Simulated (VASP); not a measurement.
# Al2SbP3 in VASP: single point with PBEsol

Aim: the single point of Al2SbP3 with PBEsol.

All numbers are computed with VASP 6.6.1; they aren't measurements. Logs are shortened: lines on timing, memory, paths and dates and some standing lists are left out, and cuts for length are marked.

### Step 1. The cell of the first run

The typed cell holds 6 atoms: a = 5.211 Å, b = 3.981 Å, c = 7.410 Å, α = 74.41°, β = 66.33°, γ = 67.54°.

### Step 2. Single point, PBEsol

Input file INCAR:

```
PREC = Accurate
ENCUT = 520
EDIFF = 1E-6
ISMEAR = -1
SIGMA = 0.05
LREAL = False
LASPH = True
NELM = 100
ALGO = Normal
ISIF = 2
LWAVE = False
LCHARG = False
GGA = PS
NBANDS = 22
```

Input file KPOINTS:

```
Automatic mesh
0
Gamma
  4 4 4
```

Input file POSCAR:

```
Al2SbP3
1.0
    3.2154677094      0.9930065154      3.9785115072
   -1.9494015001      1.0929052402      3.2946177924
    0.7322466798     -5.6656241703      4.7186138976
Al Sb P
2 1 3
Direct
    0.6412896308      0.6974995860      0.6133648049
    0.5730170598      0.4306587264      0.2151048979
    0.1774171163     -0.2429094524     -0.0420530625
   -0.1063401762      0.4384510616     -0.1209809485
    0.3395023006     -0.0317665943      0.3734287697
   -0.1378944022      0.1724230839      0.4427443146
```

Potentials or basis: VASP PAW PBE potentials, release 64 (Al, Sb, P).

Run with:

```sh
$ cat potpaw_PBE.64/Al/POTCAR potpaw_PBE.64/Sb/POTCAR potpaw_PBE.64/P/POTCAR > POTCAR
$ mpirun -np 1 vasp_std > vasp.out
```

OUTCAR:

```text
PREC = Accurate
   ENCUT = 520
   EDIFF = 1E-6
   ISMEAR = -1
   LREAL = False
   LASPH = True
   NELM = 100
   ISIF = 2
   GGA = PS

 ion  position               nearest neighbor table
   1  0.641  0.697  0.613-   6 2.39   6 2.39   4 2.57   5 2.59   3 2.71
   2  0.573  0.431  0.215-   5 2.38   5 2.38   4 2.38   6 2.47   3 3.06   3 3.50   3 3.50
   3  0.177  0.757  0.958-   4 2.58   4 2.58   1 2.71   2 3.06   4 3.30   2 3.50   2 3.50
   4  0.894  0.438  0.879-   2 2.38   1 2.57   3 2.58   3 2.58   3 3.30
   5  0.340  0.968  0.373-   6 2.18   2 2.38   2 2.38   1 2.59
   6  0.862  0.172  0.443-   5 2.18   1 2.39   1 2.39   2 2.47

  LATTYP: Found a triclinic cell.
 ALAT       =     7.6714737331
 B/A-ratio  =     0.5189478281
 C/A-ratio  =     0.9313768837
 COS(alpha) =     0.0000666877
 COS(beta)  =     0.2126517879
 COS(gamma) =     0.7784170923

  Lattice vectors:

 A1 = (   7.1142707096,  -1.1928039650,  -2.6107240776)
 A2 = (   1.9494015001,  -1.0929052402,  -3.2946177924)
 A3 = (   2.4832210296,   6.6586306857,  -0.7401023904)

Analysis of symmetry for initial positions (statically):
=====================================================================
 Subroutine PRICEL returns:
 Original cell was already a primitive cell.

 Routine SETGRP: Setting up the symmetry group for a
 triclinic supercell.

 Subroutine GETGRP returns: Found  1 space group operations
 (whereof  1 operations were pure point group operations)
 out of a pool of  2 trial point group operations.

The static configuration has the point symmetry C_1 .

Analysis of symmetry for dynamics (positions and initial velocities):
=====================================================================
 Subroutine PRICEL returns:
 Original cell was already a primitive cell.

 Routine SETGRP: Setting up the symmetry group for a
 triclinic supercell.

 Subroutine GETGRP returns: Found  1 space group operations
 (whereof  1 operations were pure point group operations)
 out of a pool of  2 trial point group operations.

The dynamic configuration has the point symmetry C_1 .

 Subroutine INISYM returns: Found  1 space group operations
 (whereof  1 operations are pure point group operations),
 and found     1 'primitive' translations

----------------------------------------------------------------------------------------

                                     Primitive cell

  volume of cell :     128.8891

[... 98 lines left out ...]
   EDIFFG = 0.1E-04   stopping-criterion for IOM
   NSW    =      0    number of steps for IOM
   IBRION =     -1    ionic relax: 0-MD 1-quasi-New 2-CG
   NFREE  =      0    steps in history (QN), initial steepest desc. (CG)
   ISIF   =      2    stress and relaxation
   ISYM   =      2    0-nonsym 1-usesym 2-fastsym
   POTIM  = 0.5000    time-step for ionic-motion
   TEBEG  =    0.0;   TEEND  =   0.0 temperature during run
   PSTRESS=    0.0 pullay stress
   NELECT =      26.0000    total number of electrons
   NUPDOWN=      -1.0000    fix difference up-down
   EMIN   =  10.00;   EMAX   =-10.00  energy-range for DOS
   EFERMI =   0.00;   METHOD = LEGACY
   ISMEAR =    -1;   SIGMA  =   0.05  broadening in eV -4-tet -1-fermi 0-gaus
   EFERMI_NEDOS =   21; number of points for ismear=-14 and -15
   IALGO  =     38    algorithm
   IMIX   =      4    mixing-type and parameters
     AMIX     =   0.40;   BMIX     =  1.00
     AMIX_MAG =   1.60;   BMIX_MAG =  1.00
  volume/ion in A,a.u.               =      21.48       144.96
  Fermi-wavevector in a.u.,A,eV,Ry     =   0.960124  1.814371 12.542362  0.921838
  Thomas-Fermi vector in A             =   2.089380
   LORBIT       =      0    0 simple, 1 ext, 2 COOP (PROOUT), +10 PAW based schemes
   GGA     = PS    functional components
   LHFCALC =     F    Hartree Fock is set to
   AEXX    =    0.0000 exact exchange contribution
   IVDW    =     0    specifies the selected vdW correction
   LEPSILON=     F    determine dielectric tensor
   LRPA    =     F    only Hartree local field effects (RPA)
 non-spin polarized calculation
  energy-cutoff  :      520.00
  volume of cell :      128.89
 maximum number of plane-waves:      3496
 NGX is ok and might be reduce to    40
   NGX = 19   NGY = 15   NGZ = 27

 number of electron      26.0000000 magnetization

 Free energy of the ion-electron system (eV)
  ---------------------------------------------------
  ext. energy  EPLUGINS =         0.00000000
  ---------------------------------------------------
  free energy    TOTEN  =       -31.01926997 eV

  energy without entropy =      -31.01533390  energy(sigma->0) =      -31.01730194

 E-fermi :   6.2477     XC(G=0):  -9.5874

 val. band max:        5.9821361758   @ k =   0.5000   0.0000   0.2500
 cond. band min:       6.2709852521   @ k =   0.5000  -0.0000   0.5000
 fundamental gap:      0.2888490763
 Fermi energy:         6.2477294652

 k-point     1 :       0.0000    0.0000    0.0000
  band No.  band energies     occupation
      1      -7.2449      2.00000
      2      -5.9964      2.00000
      3      -2.6817      2.00000
      4      -0.9593      2.00000
      5      -0.3193      2.00000
      6      -0.1592      2.00000
[... 589 lines left out ...]
     21      11.1498      0.00000
     22      11.4146      0.00000

 [... further k-points ...]

------------------------ aborting loop because EDIFF is reached ----------------------------------------

  FORCE on cell =-STRESS in cart. coord.  units (eV):
  Direction    XX          YY          ZZ          XY          YZ          ZX
  --------------------------------------------------------------------------------------
  -------------------------------------------------------------------------------------
  Total        0.0796488      0.0755488      0.1167305     -0.0234096      0.0046973     -0.0223933
  in kB        0.9900871      0.9391225      1.4510376     -0.2909969      0.0583900     -0.2783634
  external PRESSURE =       1.1267491 kB  Pullay stress =       0.0000000 kB

 VOLUME and BASIS-vectors are now :
 -----------------------------------------------------------------------------
  energy-cutoff  :      520.00
  volume of cell :      128.89
      direct lattice vectors                 reciprocal lattice vectors
     3.215467709  0.993006515  3.978511507     0.184833810  0.090084775  0.079481506
    -1.949401500  1.092905240  3.294617792    -0.211238689  0.095115091  0.146984941
     0.732246680 -5.665624170  4.718613898    -0.008352600 -0.142366212  0.042284179

 POSITION                                       TOTAL-FORCE (eV/Angst)
 -----------------------------------------------------------------------------------
      1.15147     -2.07599      7.74360         0.004885      0.025470     -0.005520
      1.16050     -0.17902      4.71361        -0.005654     -0.001414     -0.002887
     -0.20394     -4.42376      7.72036         0.016347     -0.031683      0.020321
      2.66248     -3.61360      9.14772        -0.024939      0.010172     -0.018259
     -0.52237     -0.72039      6.30274        -0.023025     -0.008196     -0.010806
      2.76015     -1.46390      6.08710         0.032386      0.005651      0.017151
 -----------------------------------------------------------------------------------
    total drift:                                0.000258     -0.000163      0.000148

  FREE ENERGIE OF THE ION-ELECTRON SYSTEM (eV)
  ---------------------------------------------------
  free  energy   TOTEN  =       -31.0192699732 eV

  energy  without entropy=      -31.0153339005  energy(sigma->0) =      -31.01730194
```

stdout:

```text
POSCAR found type information on POSCAR AlSbP
 POSCAR found :  3 types and       6 ions
 scaLAPACK will be used
 -----------------------------------------------------------------------------
|                                                                             |
|                                                                             |
|     You enforced a specific xc type in the INCAR file but a different       |
|     I HOPE YOU KNOW WHAT YOU ARE DOING!                                     |
|                                                                             |
 -----------------------------------------------------------------------------

 LDA part: xc-table for (Slater+PW92), standard interpolation
 POSCAR, INCAR and KPOINTS ok, starting setup
 FFT: planning ... GRIDC
 FFT: planning ... GRID_SOFT
 FFT: planning ... GRID
 WAVECAR not read
 entering main loop
```

It took 1.8 min on 1 thread of Intel Xeon Platinum 8259CL at 2.50GHz (Skylake/Cascade Lake), shared host; peak memory 0.29 GiB.

What came out:

- Free energy: -31.0193 eV
- Pressure: 0.1 GPa
- Largest force: 0.041 eV/Å
- Band gap on the k mesh: zero (bands 13 and 14 overlap by 0.01 eV)

Forces on the atoms (eV/Å):
```
Al   0.005  0.025 -0.006
Al  -0.006 -0.001 -0.003
Sb   0.016 -0.032  0.020
P   -0.025  0.010 -0.018
P   -0.023 -0.008 -0.011
P    0.032  0.006  0.017
```

Caveat: the k points lie up to 0.43 Å⁻¹ apart; semilocal functionals underestimate gaps, and a narrow one can read as zero; the PAW data sets were made with another functional, which shifts forces and pressure a little; spin-orbit coupling is left out, which moves the levels of the heavy elements.

The gap in the log of VASP goes by the Fermi energy; the results here count the filled bands.